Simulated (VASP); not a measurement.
# BeMo (P6_3/mmc) in VASP: a series of runs

BeMo is run at these levels: PBE; tasks: single point.

Program: VASP 6.6.1. These are calculated values, not measurements. Logs are shortened: lines on timing, memory, paths and dates and some standing lists are left out, and cuts for length are marked.

**1. The cell of the first run**

Symmetry: P6_3/mmc, No. 194, hexagonal system. Conventional cell: a = 3.409 Å, b = 3.409 Å, c = 4.882 Å, α = 90.00°, β = 90.00°, γ = 120.00°. Within 3.1 Å of Be (site symmetry -3m) lie 6 Mo at 2.32 Å and 2 Be at 2.44 Å. Within 3.1 Å of Mo (site symmetry -6m2) lie 6 Be at 2.32 Å.

**2. Single point, PBE**

INCAR reads:

```
SYSTEM = BeMo
PREC     = Accurate       ! precision mode
ENCUT    = 520            ! plane-wave cutoff, eV
EDIFF    = 1E-6           ! SCF threshold, eV
ISMEAR   = 0              ! smearing method
SIGMA    = 0.1            ! smearing width, eV
LREAL    = .FALSE.        ! projectors in reciprocal space
LASPH    = .TRUE.         ! aspherical terms in the spheres
NELM     = 60             ! most SCF steps
ALGO     = Fast           ! electronic algorithm
ISIF     = 2              ! what is computed and relaxed
LWAVE    = .FALSE.        ! write WAVECAR
LCHARG   = .FALSE.        ! write CHGCAR
GGA      = PE             ! functional
NBANDS   = 24             ! bands
```

KPOINTS reads:

```
Automatic mesh
0
G
  6 6 6
  0 0 0
```

POSCAR reads:

```
BeMo
1.0
    3.4093453466      0.0000000000      0.0000000000
   -1.7046726733      2.9525796804      0.0000000000
    0.0000000000      0.0000000000      4.8820540539
Be Mo
2 2
Direct
    0.0000000000      0.0000000000      0.3750012396
    0.0000000000      0.0000000000      0.8750012396
    0.6666666667      0.3333333333      0.1249987604
    0.3333333333      0.6666666667      0.6249987604
```

Potentials or basis: VASP PAW PBE potentials, release 64 (Be, Mo_sv).

Command:

```sh
$ cat potpaw_PBE.64/Be/POTCAR potpaw_PBE.64/Mo_sv/POTCAR > POTCAR
$ mpirun -np 1 vasp_std > vasp.out
```

OUTCAR:

```text
SYSTEM = BeMo
   PREC = Accurate
   ENCUT = 520
   EDIFF = 1E-6
   ISMEAR = 0
   LREAL = .FALSE.
   LASPH = .TRUE.
   NELM = 60
   ISIF = 2
   GGA = PE

 ion  position               nearest neighbor table
   1  0.000  0.000  0.375-   4 2.32   4 2.32   4 2.32   3 2.32   3 2.32   3 2.32
   2  0.000  0.000  0.875-   3 2.32   3 2.32   3 2.32   4 2.32   4 2.32   4 2.32
   3  0.667  0.333  0.125-   2 2.32   2 2.32   2 2.32   1 2.32   1 2.32   1 2.32   4 3.14   4 3.14
                             4 3.14   4 3.14   4 3.14   4 3.14
   4  0.333  0.667  0.625-   1 2.32   1 2.32   1 2.32   2 2.32   2 2.32   2 2.32   3 3.14   3 3.14
                             3 3.14   3 3.14   3 3.14   3 3.14

  LATTYP: Found a hexagonal cell.
 ALAT       =     3.4093453466
 C/A-ratio  =     1.4319623146

  Lattice vectors:

 A1 = (   3.4093453466,   0.0000000000,   0.0000000000)
 A2 = (  -1.7046726733,   2.9525796804,   0.0000000000)
 A3 = (   0.0000000000,   0.0000000000,   4.8820540539)

Analysis of symmetry for initial positions (statically):
=====================================================================
 Subroutine PRICEL returns:
 Original cell was already a primitive cell.

 Routine SETGRP: Setting up the symmetry group for a
 hexagonal supercell.

 Subroutine GETGRP returns: Found 24 space group operations
 (whereof  6 operations were pure point group operations)
 out of a pool of 24 trial point group operations.

The static configuration has the point symmetry C_3v.
 The point group associated with its full space group is D_6h.

Analysis of symmetry for dynamics (positions and initial velocities):
=====================================================================
 Subroutine PRICEL returns:
 Original cell was already a primitive cell.

 Routine SETGRP: Setting up the symmetry group for a
 hexagonal supercell.

 Subroutine GETGRP returns: Found 24 space group operations
 (whereof  6 operations were pure point group operations)
 out of a pool of 24 trial point group operations.

The dynamic configuration has the point symmetry C_3v.
 The point group associated with its full space group is D_6h.

 Subroutine INISYM returns: Found 24 space group operations
 (whereof  6 operations are pure point group operations),
 and found     1 'primitive' translations

----------------------------------------------------------------------------------------

[... 91 lines left out ...]
   LNONCOLLINEAR =      F non collinear calculations
   LSORBIT =      F    spin-orbit coupling
   LASPH  =      T    aspherical Exc in radial PAW
   ENCUT  =  520.0 eV  38.22 Ry    6.18 a.u.   6.34  6.34  9.08*2*pi/ulx,y,z
   NELM   =     60;   NELMIN=  2; NELMDL= -5     # of ELM steps
   EDIFF  = 0.1E-05   stopping-criterion for ELM
   LREAL  =      F    real-space projection
   EDIFFG = 0.1E-04   stopping-criterion for IOM
   NSW    =      0    number of steps for IOM
   IBRION =     -1    ionic relax: 0-MD 1-quasi-New 2-CG
   NFREE  =      0    steps in history (QN), initial steepest desc. (CG)
   ISIF   =      2    stress and relaxation
   ISYM   =      2    0-nonsym 1-usesym 2-fastsym
   POTIM  = 0.5000    time-step for ionic-motion
   TEBEG  =    0.0;   TEEND  =   0.0 temperature during run
   PSTRESS=    0.0 pullay stress
   NELECT =      32.0000    total number of electrons
   NUPDOWN=      -1.0000    fix difference up-down
   EMIN   =  10.00;   EMAX   =-10.00  energy-range for DOS
   EFERMI =   0.00;   METHOD = LEGACY
   ISMEAR =     0;   SIGMA  =   0.10  broadening in eV -4-tet -1-fermi 0-gaus
   EFERMI_NEDOS =   21; number of points for ismear=-14 and -15
   IALGO  =     68    algorithm
   IMIX   =      4    mixing-type and parameters
     AMIX     =   0.40;   BMIX     =  1.00
     AMIX_MAG =   1.60;   BMIX_MAG =  1.00
  volume/ion in A,a.u.               =      12.29        82.91
  Fermi-wavevector in a.u.,A,eV,Ry     =   1.418948  2.681423 27.394145  2.013413
  Thomas-Fermi vector in A             =   2.540020
   LORBIT       =      0    0 simple, 1 ext, 2 COOP (PROOUT), +10 PAW based schemes
   GGA     = PE    functional components
   LHFCALC =     F    Hartree Fock is set to
   AEXX    =    0.0000 exact exchange contribution
   IVDW    =     0    specifies the selected vdW correction
   LEPSILON=     F    determine dielectric tensor
   LRPA    =     F    only Hartree local field effects (RPA)
 non-spin polarized calculation
 RMM-DIIS sequential band-by-band and
 Gauss-broadening in eV      SIGMA  =   0.10
  energy-cutoff  :      520.00
  volume of cell :       49.14
 maximum number of plane-waves:      1340
 NGX is ok and might be reduce to    28
   NGX = 13   NGY = 13   NGZ = 19

 number of electron      31.9999999 magnetization

 Free energy of the ion-electron system (eV)
  ---------------------------------------------------
  ext. energy  EPLUGINS =         0.00000000
  ---------------------------------------------------
  free energy    TOTEN  =       -28.33673559 eV

  energy without entropy =      -28.33160266  energy(sigma->0) =      -28.33416912

 E-fermi :   9.4956     XC(G=0): -12.1966

 val. band max:        9.3962723385   @ k =   0.1667   0.1667   0.1667
 cond. band min:       9.5357082354   @ k =   0.1667  -0.0000   0.3333
 fundamental gap:      0.1394358969
 Fermi energy:         9.4955871201

 k-point     1 :       0.0000    0.0000    0.0000
  band No.  band energies     occupation
      1     -51.4531      2.00000
      2     -51.3894      2.00000
      3     -25.7312      2.00000
      4     -25.4856      2.00000
      5     -25.4856      2.00000
      6     -25.3983      2.00000
[... 637 lines left out ...]
     23      17.5083      0.00000
     24      17.5084      0.00000

 [... further k-points ...]
[... 5 lines left out ...]
  --------------------------------------------------------------------------------------
  -------------------------------------------------------------------------------------
  Total        0.0862207      0.0862207      0.1261721     -0.0000000      0.0000000      0.0000000
  in kB        2.8109104      2.8109104      4.1133794     -0.0000000      0.0000000      0.0000000
  external PRESSURE =       3.2450667 kB  Pullay stress =       0.0000000 kB

 VOLUME and BASIS-vectors are now :
 -----------------------------------------------------------------------------
  energy-cutoff  :      520.00
  volume of cell :       49.14
      direct lattice vectors                 reciprocal lattice vectors
     3.409345347  0.000000000  0.000000000     0.293311442  0.169343440  0.000000000
    -1.704672673  2.952579680  0.000000000     0.000000000  0.338686880  0.000000000
     0.000000000  0.000000000  4.882054054     0.000000000  0.000000000  0.204831816

 POSITION                                       TOTAL-FORCE (eV/Angst)
 -----------------------------------------------------------------------------------
      0.00000      0.00000      1.83078         0.000000     -0.000000      0.000000
      0.00000      0.00000      4.27180        -0.000000     -0.000000      0.000000
      1.70467      0.98419      0.61025         0.000000     -0.000000     -0.000000
     -0.00000      1.96839      3.05128        -0.000000      0.000000     -0.000000
 -----------------------------------------------------------------------------------
    total drift:                               -0.000000     -0.000000      0.044391

  FREE ENERGIE OF THE ION-ELECTRON SYSTEM (eV)
  ---------------------------------------------------
  free  energy   TOTEN  =       -28.3367355853 eV

  energy  without entropy=      -28.3316026636  energy(sigma->0) =      -28.33416912
```

Run time: 22 s. Hardware: 1 thread of Intel Xeon 6975P-C (Granite Rapids), shared host; peak memory 0.17 GiB.

Results:

```
Free energy            : -28.3367 eV
Pressure               : 0.3 GPa
Band gap on the k mesh : zero (band 16 reaches 10.43 eV, above the bottom of band 17 at 8.74 eV)
```

Stress tensor (GPa, compression positive):
```
0.28 0.00 0.00
0.00 0.28 0.00
0.00 0.00 0.41
```

Levels at points of the mesh, in eV from the Fermi level:
```csv
k point,band 12,band 13,band 14,band 15,band 16,band 17,band 18,band 19,band 20,band 21
"(0.00, 0.00, 0.00)",-2.57,-0.92,-0.85,-0.85,-0.75,-0.75,-0.38,0.13,0.13,3.66
"(0.50, 0.00, 0.00)",-2.88,-2.54,-2.41,-1.90,0.46,1.48,1.89,1.97,2.45,3.16
"(0.00, 0.00, 0.50)",-2.45,-2.45,-2.45,-1.46,-1.46,0.91,0.91,0.91,0.91,7.34
"(0.50, 0.00, 0.50)",-2.57,-1.88,-1.88,-1.49,-1.49,1.09,1.09,1.50,1.50,3.71
```

**3. Single point, PBE**

INCAR reads:

```
PREC = Accurate ; ENCUT = 520
EDIFF = 1E-7 ; ISMEAR = 0
SIGMA = 0.1 ; LREAL = F
LASPH = T ; NELM = 80
ALGO = Fast ; ISIF = 2
LWAVE = F ; LCHARG = F
GGA = PE ; NBANDS = 24
```

KPOINTS reads:

```
regular mesh
0
Gamma
  18 18 10
```

POSCAR reads:

```
BeMo
1.0
    3.4193213212      0.0000000000      0.0000000000
   -1.7096606606      2.9612191279      0.0000000000
    0.0000000000      0.0000000000      4.8607312789
Be Mo
2 2
Direct
    0.0000000000      0.0000000000      0.0000000000
    0.0000000000      0.0000000000      0.5000000000
    0.6666666667      0.3333333333      0.7500000000
    0.3333333333      0.6666666667      0.2500000000
```

Potentials or basis: VASP PAW PBE potentials, release 64 (Be, Mo_sv).

Command:

```sh
$ cat potpaw_PBE.64/Be/POTCAR potpaw_PBE.64/Mo_sv/POTCAR > POTCAR
$ mpirun -np 1 vasp_std > vasp.out
```

OUTCAR:

```text
PREC = Accurate
   ENCUT = 520
   EDIFF = 1E-7
   ISMEAR = 0
   LREAL = F
   LASPH = T
   NELM = 80
   ISIF = 2
   GGA = PE

 ion  position               nearest neighbor table
   1  0.000  0.000  0.000-   3 2.32   4 2.32   3 2.32   4 2.32   3 2.32   4 2.32
   2  0.000  0.000  0.500-   3 2.32   4 2.32   3 2.32   4 2.32   3 2.32   4 2.32
   3  0.667  0.333  0.750-   1 2.32   2 2.32   1 2.32   2 2.32   1 2.32   2 2.32   4 3.13   4 3.13
                             4 3.13   4 3.13   4 3.13   4 3.13
   4  0.333  0.667  0.250-   1 2.32   2 2.32   1 2.32   2 2.32   1 2.32   2 2.32   3 3.13   3 3.13
                             3 3.13   3 3.13   3 3.13   3 3.13

  LATTYP: Found a hexagonal cell.
 ALAT       =     3.4193213212
 C/A-ratio  =     1.4215485537

  Lattice vectors:

 A1 = (   3.4193213212,   0.0000000000,   0.0000000000)
 A2 = (  -1.7096606606,   2.9612191279,   0.0000000000)
 A3 = (   0.0000000000,   0.0000000000,   4.8607312789)

Analysis of symmetry for initial positions (statically):
=====================================================================
 Subroutine PRICEL returns:
 Original cell was already a primitive cell.

 Routine SETGRP: Setting up the symmetry group for a
 hexagonal supercell.

 Subroutine GETGRP returns: Found 24 space group operations
 (whereof 12 operations were pure point group operations)
 out of a pool of 24 trial point group operations.

The static configuration has the point symmetry D_3d.
 The point group associated with its full space group is D_6h.

Analysis of symmetry for dynamics (positions and initial velocities):
=====================================================================
 Subroutine PRICEL returns:
 Original cell was already a primitive cell.

 Routine SETGRP: Setting up the symmetry group for a
 hexagonal supercell.

 Subroutine GETGRP returns: Found 24 space group operations
[... 121 lines left out ...]
   EMIN   =  10.00;   EMAX   =-10.00  energy-range for DOS
   EFERMI =   0.00;   METHOD = LEGACY
   ISMEAR =     0;   SIGMA  =   0.10  broadening in eV -4-tet -1-fermi 0-gaus
   EFERMI_NEDOS =   21; number of points for ismear=-14 and -15
   IALGO  =     68    algorithm
   IMIX   =      4    mixing-type and parameters
     AMIX     =   0.40;   BMIX     =  1.00
     AMIX_MAG =   1.60;   BMIX_MAG =  1.00
  volume/ion in A,a.u.               =      12.30        83.03
  Fermi-wavevector in a.u.,A,eV,Ry     =   1.418254  2.680112 27.367377  2.011445
  Thomas-Fermi vector in A             =   2.539399
   LORBIT       =      0    0 simple, 1 ext, 2 COOP (PROOUT), +10 PAW based schemes
   GGA     = PE    functional components
   LHFCALC =     F    Hartree Fock is set to
   AEXX    =    0.0000 exact exchange contribution
   IVDW    =     0    specifies the selected vdW correction
   LEPSILON=     F    determine dielectric tensor
   LRPA    =     F    only Hartree local field effects (RPA)
 non-spin polarized calculation
 RMM-DIIS sequential band-by-band and
 Gauss-broadening in eV      SIGMA  =   0.10
  energy-cutoff  :      520.00
  volume of cell :       49.22
 maximum number of plane-waves:      1343
 NGX is ok and might be reduce to    28
   NGX = 13   NGY = 13   NGZ = 19

 number of electron      32.0000000 magnetization

 Free energy of the ion-electron system (eV)
  ---------------------------------------------------
  ext. energy  EPLUGINS =         0.00000000
  ---------------------------------------------------
  free energy    TOTEN  =       -28.31808743 eV

  energy without entropy =      -28.30926672  energy(sigma->0) =      -28.31367708

 E-fermi :   9.4539     XC(G=0): -12.1896

 val. band max:        9.4521694482   @ k =   0.1667   0.1667   0.4000
 cond. band min:       9.4640703888   @ k =   0.2222   0.1667   0.3000
 fundamental gap:      0.0119009406
 Fermi energy:         9.4539472004

 k-point     1 :       0.0000    0.0000    0.0000
  band No.  band energies     occupation
      1     -51.4821      2.00000
      2     -51.4173      2.00000
      3     -25.7564      2.00000
      4     -25.5183      2.00000
      5     -25.5183      2.00000
      6     -25.4285      2.00000
[... 637 lines left out ...]
     23      15.1163      0.00000
     24      18.2545      0.00000

 [... further k-points ...]
[... 5 lines left out ...]
  --------------------------------------------------------------------------------------
  -------------------------------------------------------------------------------------
  Total        0.0881498      0.0881498      0.0752261      0.0000000      0.0000000      0.0000000
  in kB        2.8695892      2.8695892      2.4488771      0.0000000      0.0000000      0.0000000
  external PRESSURE =       2.7293518 kB  Pullay stress =       0.0000000 kB

 VOLUME and BASIS-vectors are now :
 -----------------------------------------------------------------------------
  energy-cutoff  :      520.00
  volume of cell :       49.22
      direct lattice vectors                 reciprocal lattice vectors
     3.419321321  0.000000000  0.000000000     0.292455697  0.168849375  0.000000000
    -1.709660661  2.961219128  0.000000000     0.000000000  0.337698751  0.000000000
     0.000000000  0.000000000  4.860731279     0.000000000  0.000000000  0.205730361

 POSITION                                       TOTAL-FORCE (eV/Angst)
 -----------------------------------------------------------------------------------
      0.00000      0.00000      0.00000         0.000000     -0.000000      0.000000
      0.00000      0.00000      2.43037         0.000000     -0.000000      0.000000
      1.70966      0.98707      3.64555        -0.000000     -0.000000     -0.000000
     -0.00000      1.97415      1.21518         0.000000      0.000000     -0.000000
 -----------------------------------------------------------------------------------
    total drift:                                0.000000     -0.000000     -0.000000

  FREE ENERGIE OF THE ION-ELECTRON SYSTEM (eV)
  ---------------------------------------------------
  free  energy   TOTEN  =       -28.3180874328 eV

  energy  without entropy=      -28.3092667211  energy(sigma->0) =      -28.31367708
```

OSZICAR:

```text
N       E                     dE             d eps       ncg     rms          rms(c)
DAV:   1     0.307804991939E+03    0.30780E+03   -0.19319E+04 10744   0.134E+03
DAV:   2    -0.252560742266E+02   -0.33306E+03   -0.32035E+03 12424   0.412E+02
DAV:   3    -0.329733735896E+02   -0.77173E+01   -0.74866E+01 13720   0.650E+01
DAV:   4    -0.330478169600E+02   -0.74443E-01   -0.74404E-01 11376   0.634E+00
DAV:   5    -0.330485770972E+02   -0.76014E-03   -0.76000E-03 13872   0.601E-01    0.258E+01
RMM:   6    -0.282155640513E+02    0.48330E+01   -0.14511E+01 11019   0.213E+01    0.277E+00
RMM:   7    -0.283229799750E+02   -0.10742E+00   -0.14883E+00 12294   0.549E+00    0.271E+00
RMM:   8    -0.283220524920E+02    0.92748E-03   -0.19165E-01 11651   0.356E+00    0.820E-01
RMM:   9    -0.283183073821E+02    0.37451E-02   -0.42836E-02 12933   0.103E+00    0.433E-01
RMM:  10    -0.283184742852E+02   -0.16690E-03   -0.22249E-02 12502   0.784E-01    0.228E-01
RMM:  11    -0.283180495645E+02    0.42472E-03   -0.21944E-03 11669   0.355E-01    0.448E-02
RMM:  12    -0.283180800372E+02   -0.30473E-04   -0.34888E-04 12959   0.105E-01    0.113E-02
RMM:  13    -0.283180888013E+02   -0.87641E-05   -0.66831E-05 12931   0.494E-02    0.154E-02
RMM:  14    -0.283180870792E+02    0.17221E-05   -0.13827E-05 12494   0.199E-02    0.456E-03
RMM:  15    -0.283180877252E+02   -0.64593E-06   -0.46544E-06 12285   0.132E-02    0.529E-03
RMM:  16    -0.283180874015E+02    0.32367E-06   -0.99092E-07 11243   0.738E-03    0.108E-03
RMM:  17    -0.283180874328E+02   -0.31271E-07   -0.16522E-07  8502   0.249E-03
   1 F= -.28318087E+02 E0= -.28313677E+02  d E =-.882071E-02
```

It took 2.3 min on 1 thread of Intel Xeon 6975P-C (Granite Rapids), shared host; peak memory 0.33 GiB.

Results:

```yaml
Free_energy: -28.3181 eV
Pressure: 0.3 GPa
Band_gap_on_the_k_mesh: zero (band 16 reaches 10.24 eV, above the bottom of band 17 at 8.72 eV)
```
